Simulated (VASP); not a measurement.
Input of a VASP 6.6.1 run:

File INCAR:

```
ALGO = Normal ; EDIFF = 1E-6
ENCUT = 500 ; GGA = RE
GGA_COMPAT = F ; ISIF = 2
ISMEAR = -1 ; LASPH = T
LCHARG = F ; LREAL = F
LWAVE = F ; NBANDS = 21
NELM = 120 ; PREC = Accurate
SIGMA = 0.1
```

File KPOINTS:

```
k-points
0
Gamma
  4 4 4
```

The input POSCAR:

```
Sn
1.0
    0.0000000000      3.3564550909      3.3564550909
    3.3564550909      0.0000000000      3.3564550909
    3.3564550909      3.3564550909      0.0000000000
Sn
2
Direct
    0.5000000000      0.5000000000      0.5000000000
    0.7500000000      0.7500000000      0.7500000000
```

Potentials or basis: VASP PAW PBE potentials, release 64 (Sn_d).

Launch:

```console
$ cat potpaw_PBE.64/Sn_d/POTCAR > POTCAR
$ mpirun -np 1 vasp_std > vasp.out
```

Question: What does it give for the pressure?

Answer: 0.5 GPa.

Question: Estimate the band gap on the k mesh.

Answer: Zero (band 14 reaches 4.83 eV, above the bottom of band 15 at 4.61 eV).

Caveat: the k points lie up to 0.41 Å⁻¹ apart; the PAW data sets were made with another functional, which shifts forces and pressure a little; spin-orbit coupling is left out, which moves the levels of the heavy elements.
